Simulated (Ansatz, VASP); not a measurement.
One calculation of BeRh2, two programs

Contents of INCAR:

```
PREC = Accurate
ENCUT = 600
EDIFF = 1E-6
ISMEAR = 0
SIGMA = 0.1
LREAL = F
LASPH = T
NELM = 60
ALGO = Fast
ISIF = 3
LWAVE = F
LCHARG = F
GGA = PE
IBRION = 2
NSW = 90
EDIFFG = -0.04
```

File KPOINTS:

```
regular mesh
0
Gamma
  6 6 6
```

The input POSCAR:

```
BeRh2
1.0
   -1.9046789837      1.9046789837      4.7876131706
    1.9046789837     -1.9046789837      4.7876131706
    1.9046789837      1.9046789837     -4.7876131706
Be Rh
2 4
Direct
    0.0000000000      0.0000000000      0.0000000000
    0.7500000000      0.2500000000      0.5000000000
    0.2066000000      0.2066000000      0.0000000000
    0.9566000000      0.4566000000      0.5000000000
    0.5434000000      0.0434000000      0.5000000000
    0.7934000000      0.7934000000      0.0000000000
```

Input for Ansatz:

```yaml
crystal:
  lattice:
    - [-1.9046789837, 1.9046789837, 4.7876131706]
    - [1.9046789837, -1.9046789837, 4.7876131706]
    - [1.9046789837, 1.9046789837, -4.7876131706]
  atoms:
    - { symbol: Be, position: [0.0, 0.0, 0.0] }
    - { symbol: Be, position: [0.75, 0.25, 0.5] }
    - { symbol: Rh, position: [0.2066, 0.2066, 0.0] }
    - { symbol: Rh, position: [0.9566, 0.4566, 0.5] }
    - { symbol: Rh, position: [0.5434, 0.0434, 0.5] }
    - { symbol: Rh, position: [0.7934, 0.7934, 0.0] }
basis:
  ecutwfc: 420
kpoints:
  mp_grid: { grid: [6, 6, 6] }
hamiltonian:
  xc: pbe
scf:
  occupations: { method: gaussian, width: 0.1 }
  lower_state_search: "off"
output:
  forces: true
  stress: true
  eigenvalues: true
relax:
  adjacent_minimum: "off"
  f_tol: 0.04
  max_steps: 70
  cell: { stress_tol: 0.4 }
```

Alike in both runs: task relaxation of cell and atoms; functional PBE; k mesh 6 × 6 × 6; occupations gaussian, width 0.1 eV; no spin polarisation.

|  | VASP | Ansatz |
| --- | --- | --- |
| version | VASP 6.6.1 | Ansatz 0.2.0 |
| potentials or method | VASP PAW PBE potentials, release 64 (Be, Rh_pv), cutoff 600 eV | scalar-relativistic, plane waves, PAW |
| valence electrons in the cell | 64 | 72 |

|  | VASP | Ansatz | Ansatz less VASP |
| --- | --- | --- | --- |
| gap on the k mesh at the Fermi level, each at its own relaxed structure (eV) | none | none | - |
| relaxed volume (Å³/atom) | 12.56 | 12.55 | -0.012 |
| relaxed length of the cell vector where the two differ most in proportion (Å) | 4.959 | 4.965 | +0.0062 |

A gap of «none» marks a metal or a gap that the smearing closes. VASP's potentials hold 64 valence electrons a cell and Ansatz's 72, so a difference there can come from the potentials and not from the codes.

The k mesh is coarse, so the values compare programs but aren't converged.
